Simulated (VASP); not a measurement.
Runs of VASP 6.6.1 on Si2B. The structure is that of space group P-3m1 (No. 164), or close to it. The cells are those of the table. 

```csv
cell,k mesh,gap on the mesh (eV),largest force (eV/Å)
"a = 2.512, b = 2.512, c = 22.000 Å, angles 90.0, 90.0, 120.0°, 6 atoms",9 × 9 × 1,none,(a)
"a = 3.172, b = 3.172, c = 37.882 Å, angles 90.0, 90.0, 120.0°, 6 atoms",9 × 9 × 1,none,0.03
"a = 3.172, b = 3.172, c = 37.882 Å, angles 90.0, 90.0, 120.0°, 6 atoms",15 × 15 × 1,none,0.03
"a = 3.170, b = 3.170, c = 37.882 Å, angles 90.0, 90.0, 120.0°, 6 atoms",15 × 15 × 1,none,0.02
```

Alike in all rows: task single point; level PBE+D3(BJ); potentials or basis VASP PAW PBE potentials, release 64 (Si, B); no spin polarisation; cutoff (eV) 520; smearing gaussian 0.1 eV.

Q: Estimate the missing entries.

A: (a) 9.71.

A gap of «none» marks levels without a gap at the run's occupations.
